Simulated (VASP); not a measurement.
# Al (P6_3/mmc) in VASP: notebook

Al is run at these levels: LDA; tasks: elastic constants, vibrations by perturbation theory.

Program: VASP 6.6.1. These are calculated values, not measurements. Logs are shortened: lines on timing, memory, paths and dates and some standing lists are left out, and cuts for length are marked.

**1. The cell of the first run**

The structure is hexagonal, space group P6_3/mmc (No. 194). Conventional cell: a = 2.677 Å, b = 2.677 Å, c = 4.388 Å, α = 90.00°, β = 90.00°, γ = 120.00°. Al (site symmetry -6m2) has 12 Al at 2.68 Å within 3.5 Å.

This isn't the form of Al at room conditions, which is fcc.

**2. Elastic constants, LDA**

Input file INCAR:

```
PREC = Accurate
ENCUT = 600
EDIFF = 1E-8
ISMEAR = -1
SIGMA = 0.15
LREAL = False
LASPH = True
NELM = 80
ALGO = Normal
ISIF = 3
LWAVE = False
LCHARG = True
GGA = CA
NBANDS = 10
IBRION = 6
NFREE = 2
POTIM = 0.015
NSW = 1
```

Input file KPOINTS:

```
Automatic mesh
0
Gamma
  18 18 10
```

Input file POSCAR:

```
Al
1.0
    2.6766950734      0.0000000000      0.0000000000
   -1.3383475367      2.3180859317      0.0000000000
    0.0000000000      0.0000000000      4.3883658606
Al
2
Direct
    0.6666666667      0.3333333333      0.7500000000
    0.3333333333      0.6666666667      0.2500000000
```

Potentials or basis: VASP PAW LDA potentials, release 64 (Al).

On the command line:

```sh
> cat potpaw_LDA.64/Al/POTCAR > POTCAR
> mpirun -np 1 vasp_std > vasp.out
```

OUTCAR:

```text
PREC = Accurate
   ENCUT = 600
   EDIFF = 1E-8
   ISMEAR = -1
   LREAL = False
   LASPH = True
   NELM = 80
   ISIF = 3
   GGA = CA
   IBRION = 6
   NFREE = 2
   POTIM = 0.015
   NSW = 1

 ion  position               nearest neighbor table
   1  0.667  0.333  0.750-   2 2.68   2 2.68   2 2.68   2 2.68   2 2.68   2 2.68
   2  0.333  0.667  0.250-   1 2.68   1 2.68   1 2.68   1 2.68   1 2.68   1 2.68

  LATTYP: Found a hexagonal cell.
 ALAT       =     2.6766950734
 C/A-ratio  =     1.6394717143

  Lattice vectors:

 A1 = (   2.6766950734,   0.0000000000,   0.0000000000)
 A2 = (  -1.3383475367,   2.3180859317,   0.0000000000)
 A3 = (   0.0000000000,   0.0000000000,   4.3883658606)

Analysis of symmetry for initial positions (statically):
=====================================================================
 Subroutine PRICEL returns:
 Original cell was already a primitive cell.

 Routine SETGRP: Setting up the symmetry group for a
 hexagonal supercell.

 Subroutine GETGRP returns: Found 24 space group operations
 (whereof 12 operations were pure point group operations)
 out of a pool of 24 trial point group operations.

The static configuration has the point symmetry D_3d.
 The point group associated with its full space group is D_6h.

Analysis of symmetry for dynamics (positions and initial velocities):
=====================================================================
 Subroutine PRICEL returns:
 Original cell was already a primitive cell.

 Routine SETGRP: Setting up the symmetry group for a
 hexagonal supercell.

 Subroutine GETGRP returns: Found 24 space group operations
 (whereof 12 operations were pure point group operations)
 out of a pool of 24 trial point group operations.

The dynamic configuration has the point symmetry D_3d.
 The point group associated with its full space group is D_6h.

 Subroutine INISYM returns: Found 24 space group operations
 (whereof 12 operations are pure point group operations),
 and found     1 'primitive' translations

----------------------------------------------------------------------------------------

                                     Primitive cell

  volume of cell :      27.2290

  direct lattice vectors                    reciprocal lattice vectors
     2.676695073  0.000000000  0.000000000     0.373595039  0.215695196  0.000000000
    -1.338347537  2.318085932  0.000000000     0.000000000  0.431390393  0.000000000
     0.000000000  0.000000000  4.388365861     0.000000000  0.000000000  0.227875257

  length of vectors
     2.676695073  2.676695073  4.388365861     0.431390393  0.431390393  0.227875257

  position of ions in fractional coordinates (direct lattice)
     0.666666667  0.333333333  0.750000000
     0.333333333  0.666666667  0.250000000

  ion indices of the primitive-cell ions
   primitive index   ion index
                 1           1
                 2           2

----------------------------------------------------------------------------------------

 KPOINTS: Automatic mesh

Automatic generation of k-mesh.
 Grid dimensions read from file:
 generate k-points for:   18   18   10

 Generating k-lattice:

  Cartesian coordinates                     Fractional coordinates (reciprocal lattice)
     0.020755280  0.011983066  0.000000000     0.055555556  0.000000000  0.000000000
[... 107 lines left out ...]

  energy without entropy =       -8.05472138  energy(sigma->0) =       -8.08321299

------------------------ aborting loop because EDIFF is reached ----------------------------------------

  FORCE on cell =-STRESS in cart. coord.  units (eV):
  Direction    XX          YY          ZZ          XY          YZ          ZX
  --------------------------------------------------------------------------------------
  -------------------------------------------------------------------------------------
  Total        3.0937528      3.0937528      3.0950999     -0.0000000      0.0000000      0.0000000
  in kB      182.0392044    182.0392044    182.1184698     -0.0000000      0.0000000      0.0000000
  external PRESSURE =     182.0656262 kB  Pullay stress =       0.0000000 kB
[... 89 lines left out ...]
  FREE ENERGIE OF THE ION-ELECTRON SYSTEM (eV)
  ---------------------------------------------------
  free  energy   TOTEN  =        -8.0606573084 eV

  energy  without entropy=       -8.0045458399  energy(sigma->0) =       -8.03260157

 E-fermi :  10.1302     XC(G=0): -11.1353

 val. band max:       10.1290618306   @ k =   0.3333   0.2222   0.1000
 cond. band min:      10.1689508610   @ k =   0.3333   0.2778   0.5000
 fundamental gap:      0.0398890303
 Fermi energy:        10.1302337068

 k-point     1 :       0.0000    0.0000    0.0000
  band No.  band energies     occupation
      1      -2.4858      2.00000
      2       4.7932      2.00000
      3       5.5706      2.00000
      4      22.0711      0.00000
      5      22.0711      0.00000
      6      22.1732      0.00000
      7      22.1732      0.00000
      8      23.4299      0.00000
      9      26.1220      0.00000
     10      27.5546      0.00000
[... 287 lines left out ...]
 k-point    24 :       0.3889    0.1111    0.0000
  band No.  band energies     occupation
      1       3.0435      2.00000
      2       5.8637      2.00000
      3       9.9387      1.56388
      4      10.8691      0.01441
      5      12.6186      0.00000
      6      12.8087      0.00000
      7      15.2080      0.00000
      8      19.8151      0.00000
      9      21.1468      0.00000
     10      21.9898      0.00000

 [... further k-points ...]

[... ionic steps 4 to 14 ...]

--------------------------------------- Ionic step       15  -------------------------------------------

 number of electron       6.0000000 magnetization

------------------------ aborting loop because EDIFF is reached ----------------------------------------
[... 67 lines left out ...]
--------------------------------------- Ionic step       17  -------------------------------------------

 number of electron       6.0000000 magnetization

 Free energy of the ion-electron system (eV)
  ---------------------------------------------------
  ext. energy  EPLUGINS =         0.00000000
  ---------------------------------------------------
  free energy    TOTEN  =        -8.11070663 eV

  energy without entropy =       -8.05375503  energy(sigma->0) =       -8.08223083

 E-fermi :   9.9470     XC(G=0): -11.0761

 val. band max:        9.9347015338   @ k =   0.2778   0.1111   0.0000
 cond. band min:       9.9531584250   @ k =   0.2778   0.1111   0.3000
 fundamental gap:      0.0184568912
 Fermi energy:         9.9469831429

 k-point     1 :       0.0000    0.0000    0.0000
  band No.  band energies     occupation
      1      -2.5539      2.00000
      2       4.5744      2.00000
      3       5.2114      2.00000
      4      22.0123      0.00000
      5      22.0123      0.00000
      6      22.1260      0.00000
      7      22.1260      0.00000
      8      22.9681      0.00000
      9      25.9711      0.00000
     10      26.5746      0.00000
[... 328 lines left out ...]
  FREE ENERGIE OF THE ION-ELECTRON SYSTEM (eV)
  ---------------------------------------------------
  free  energy   TOTEN  =        -8.1107066343 eV

  energy  without entropy=       -8.0537550278  energy(sigma->0) =       -8.08223083

 INTERNAL STRAIN TENSORS FROM STRAINED CELLS
 ============================================

 INTERNAL STRAIN TENSOR FOR ION    1 for displacements in x,y,z  (eV/Angst):
          X           Y           Z          XY          YZ          ZX
  --------------------------------------------------------------------------------
  x     0.00000    -0.00000     0.00000     1.01229    -0.00000     0.00000
  y     1.01294    -1.01697    -0.00000    -0.00001    -0.00001    -0.00000
  z     0.00000     0.00000     0.00000     0.00000    -0.00892    -0.00000

 INTERNAL STRAIN TENSORS FROM DISPLACED ATOMS
 ============================================

 INTERNAL STRAIN TENSOR FOR ION    1 for displacements in x,y,z  (eV/Angst):
          X           Y           Z          XY          YZ          ZX
  --------------------------------------------------------------------------------
  x     0.00000     0.00000     0.00000     1.00125     0.00000     0.00000
  y     1.00125    -1.00125     0.00000     0.00000     0.00000     0.00000
  z    -0.00000     0.00000     0.00000     0.00000     0.00000     0.00000

 INTERNAL STRAIN TENSOR FOR ION    2 for displacements in x,y,z  (eV/Angst):
          X           Y           Z          XY          YZ          ZX
  --------------------------------------------------------------------------------
  x     0.00000    -0.00000     0.00000    -1.00125     0.00000     0.00000
  y    -1.00125     1.00125     0.00000     0.00000     0.00000     0.00000
  z     0.00000    -0.00000     0.00000     0.00000    -0.00000     0.00000

 Eigenvectors and eigenvalues of the dynamical matrix
 ----------------------------------------------------

   1 f  =   12.677879 THz    79.657462 2PiTHz  422.888517 cm-1    52.431470 meV
             X         Y         Z           dx          dy          dz
      1.338348  0.772695  3.291274    -0.000000    0.000000   -0.707107
     -0.000000  1.545391  1.097091     0.000000    0.000000    0.707107
[... 21 lines left out ...]
   6 f  =    0.000000 THz     0.000000 2PiTHz    0.000000 cm-1     0.000000 meV
             X         Y         Z           dx          dy          dz
      1.338348  0.772695  3.291274     0.000000   -0.000000    0.707107
     -0.000000  1.545391  1.097091    -0.000000    0.000000    0.707107

--------------------------------------------------------------------------------------------------------

 ELASTIC MODULI CONTR FROM IONIC RELAXATION (kBar)
 Direction    XX          YY          ZZ          XY          YZ          ZX
 --------------------------------------------------------------------------------
 XX         -30.8751     30.8751      0.0000     -0.0000      0.0000      0.0000
 YY          30.8751    -30.8751      0.0000     -0.0000     -0.0000      0.0000
 ZZ           0.0000      0.0000      0.0000      0.0000      0.0000      0.0000
 XY          -0.0000     -0.0000      0.0000    -30.8751      0.0000      0.0000
 YZ           0.0000     -0.0000      0.0000      0.0000     -0.0000      0.0000
 ZX           0.0000      0.0000      0.0000      0.0000      0.0000      0.0000
 --------------------------------------------------------------------------------

 TOTAL ELASTIC MODULI (kBar)
 Direction    XX          YY          ZZ          XY          YZ          ZX
 --------------------------------------------------------------------------------
 XX        2122.0523   1025.2952    940.8479     -0.0000      0.0000      0.0000
 YY        1025.2952   2122.0523    940.8479     -0.0000      0.0000      0.0000
 ZZ         940.8479    940.8479   2136.1303     -0.0000      0.0000     -0.0000
 XY           0.0000     -0.0000     -0.0000    548.3786      0.0000      0.0000
 YZ           0.0000     -0.0000      0.0000     -0.0000    286.7596      0.0000
 ZX          -0.0000      0.0000      0.0000      0.0000      0.0000    286.7596
 --------------------------------------------------------------------------------
```

Run time: 8.3 min. Hardware: 1 thread of Intel Xeon 6975P-C (Granite Rapids), shared host; peak memory 0.58 GiB.

Results:

```
Voigt bulk modulus            : 135 GPa
Highest phonon frequency at Γ : 423 cm⁻¹
```

Phonon frequencies in cm⁻¹ (negative: imaginary):
```tsv
q point	frequencies
(0.000, 0.000, 0.000)	0 0 0 196 196 423
```

Elastic tensor in Voigt notation (GPa, in the Cartesian axes of the cell as first typed):
```
212 103  94   0   0   0
103 212  94   0   0   0
 94  94 214   0   0   0
  0   0   0  29   0   0
  0   0   0   0  29   0
  0   0   0   0   0  55
```

Clamped-ion elastic tensor (GPa):
```
215  99  94   0   0   0
 99 215  94   0   0   0
 94  94 214   0   0   0
  0   0   0  29   0   0
  0   0   0   0  29   0
  0   0   0   0   0  58
```

Caveat: the cell is under stress, which shifts elastic constants.

**3. Vibrations by perturbation theory, LDA (16.27 Å³/atom)**

This run uses another cell than the first one, of 16.27 Å³/atom.

Input file INCAR:

```
ALGO = Normal
EDIFF = 1E-8
ENCUT = 520
IBRION = 8
ISIF = 2
ISMEAR = -1
LASPH = T
LCHARG = F
LREAL = F
LWAVE = F
NBANDS = 10
NELM = 60
NSW = 1
PREC = Accurate
SIGMA = 0.15
```

Input file KPOINTS:

```
k-points
0
Gamma
  18 18 10
```

Input file POSCAR:

```
Al
1.0
    2.8351802029      0.0000000000      0.0000000000
   -1.4175901014      2.4553380800      0.0000000000
    0.0000000000      0.0000000000      4.6756823840
Al
2
Direct
    0.6666666667      0.3333333333      0.7500000000
    0.3333333333      0.6666666667      0.2500000000
```

Potentials or basis: VASP PAW LDA potentials, release 64 (Al).

On the command line:

```sh
> cat potpaw_LDA.64/Al/POTCAR > POTCAR
> mpirun -np 1 vasp_std > vasp.out
```

OUTCAR:

```text
EDIFF = 1E-8
   ENCUT = 520
   IBRION = 8
   ISIF = 2
   ISMEAR = -1
   LASPH = T
   LREAL = F
   NELM = 60
   NSW = 1
   PREC = Accurate

 ion  position               nearest neighbor table
   1  0.667  0.333  0.750-   2 2.85   2 2.85   2 2.85   2 2.85   2 2.85   2 2.85
   2  0.333  0.667  0.250-   1 2.85   1 2.85   1 2.85   1 2.85   1 2.85   1 2.85

  LATTYP: Found a hexagonal cell.
 ALAT       =     2.8351802029
 C/A-ratio  =     1.6491658552

  Lattice vectors:
[... 573 lines left out ...]
  1Z     0.000000    0.000000   -4.503278    0.000000   -0.000000    4.503278
  2X     0.959291    0.000000    0.000000   -0.959291   -0.000000    0.000000
  2Y     0.000000    0.959291    0.000000   -0.000000   -0.959291    0.000000
  2Z     0.000000   -0.000000    4.503278    0.000000    0.000000   -4.503278

 Eigenvectors and eigenvalues of the dynamical matrix
 ----------------------------------------------------

   1 f  =    9.032357 THz    56.751974 2PiTHz  301.287005 cm-1    37.354811 meV
             X         Y         Z           dx          dy          dz
      1.417590  0.818446  3.506762     0.000000   -0.000000    0.707107
     -0.000000  1.636892  1.168921     0.000000    0.000000   -0.707107
[... 16 lines left out ...]
   5 f  =    0.000000 THz     0.000000 2PiTHz    0.000002 cm-1     0.000000 meV
             X         Y         Z           dx          dy          dz
      1.417590  0.818446  3.506762     0.707107    0.000001    0.000000
     -0.000000  1.636892  1.168921     0.707107    0.000001    0.000000

   6 f/i=    0.000000 THz     0.000000 2PiTHz    0.000002 cm-1     0.000000 meV
             X         Y         Z           dx          dy          dz
      1.417590  0.818446  3.506762     0.000001   -0.707006   -0.011946
     -0.000000  1.636892  1.168921     0.000001   -0.707006   -0.011946

--------------------------------------------------------------------------------------------------------

 ELASTIC MODULI CONTR FROM IONIC RELAXATION (kBar)
 Direction    XX          YY          ZZ          XY          YZ          ZX
 --------------------------------------------------------------------------------
 XX          -0.3866      0.3866     -0.0000     -0.0000     -0.0000     -0.0000
 YY           0.3866     -0.3866      0.0000     -0.0000      0.0000      0.0000
 ZZ          -0.0000      0.0000     -0.0000      0.0000     -0.0000     -0.0000
 XY          -0.0000     -0.0000      0.0000     -0.3866     -0.0000     -0.0000
 YZ          -0.0000      0.0000     -0.0000     -0.0000     -0.0000     -0.0000
 ZX          -0.0000      0.0000     -0.0000     -0.0000     -0.0000     -0.0000
 --------------------------------------------------------------------------------
```

stdout:

```text
POSCAR found type information on POSCAR Al
 POSCAR found :  1 types and       2 ions
 scaLAPACK will be used
 LDA part: xc-table for (Slater(with rela. corr.)+CA(PZ))
 , standard interpolation
 POSCAR, INCAR and KPOINTS ok, starting setup
 FFT: planning ... GRIDC
 FFT: planning ... GRID_SOFT
 FFT: planning ... GRID
 WAVECAR not read
 entering main loop
 Linear response reoptimize wavefunctions to high precision
 Linear response DOF=           2
 Linear response progress:
 first order change of Fermi-energy  -0.14020E-05
 force on displaced ion       1 direction 1 :  -0.959   0.000   0.000
 Linear response progress:
 first order change of Fermi-energy  -0.76996E-05
 force on displaced ion       1 direction 3 :  -0.000  -0.000  -4.503
 Linear response finished
```

It took 8.1 min on 1 thread of Oxide Virtual Turin-like, shared host; peak memory 0.6 GiB.

Results:

| Property | Result |
| --- | --- |
| Highest phonon frequency at Γ | 301 cm⁻¹ |

Phonon frequencies in cm⁻¹ (negative: imaginary):
| q point | frequencies |
| --- | --- |
| (0.000, 0.000, 0.000) | 0 0 0 139 139 301 |

Caveat: the cell stands under pressure or tension, which shifts response properties.

**4. Elastic constants, LDA**

This run uses another cell than the first one, of 12.40 Å³/atom.

Input file INCAR:

```
SYSTEM = Al
PREC = Accurate
ENCUT = 600
EDIFF = 1E-8
ISMEAR = -1
SIGMA = 0.15
LREAL = .FALSE.
LASPH = .TRUE.
NELM = 100
ALGO = Normal
ISIF = 3
LWAVE = .FALSE.
LCHARG = .FALSE.
IBRION = 6
NFREE = 2
POTIM = 0.015
NSW = 1
```

Input file KPOINTS:

```
Automatic mesh
0
G
  18 18 10
  0 0 0
```

Input file POSCAR:

```
Al
1.0
    2.5960796774      0.0000000000      0.0000000000
   -1.2980398387      2.2482709508      0.0000000000
    0.0000000000      0.0000000000      4.2476213782
Al
2
Direct
    0.6666666667      0.3333333333      0.7500000000
    0.3333333333      0.6666666667      0.2500000000
```

On the command line:

```sh
> cat potpaw_LDA.64/Al/POTCAR > POTCAR
> mpirun -np 1 vasp_std > vasp.out
```

It took 23 min on 1 thread of Oxide Virtual Turin-like, shared host; peak memory 0.41 GiB.

It converged, with:

| Item | Value |
| --- | --- |
| Voigt bulk modulus | 179 GPa |
| Highest phonon frequency at Γ | 494 cm⁻¹ |

Phonon frequencies in cm⁻¹ (negative: imaginary):
```
              q point        frequencies
(0.000, 0.000, 0.000)  0 0 0 228 228 494
```

Elastic tensor in Voigt notation (GPa, in the Cartesian axes of the cell as first typed):
```
293 135 113   0   0   0
135 293 113   0   0   0
113 113 305   0   0   0
  0   0   0  51   0   0
  0   0   0   0  51   0
  0   0   0   0   0  79
```

Clamped-ion elastic tensor (GPa):
```
302 126 113   0   0   0
126 302 113   0   0   0
113 113 305   0   0   0
  0   0   0  51   0   0
  0   0   0   0  51   0
  0   0   0   0   0  88
```

Caveat: the cell is under stress, which shifts elastic constants.
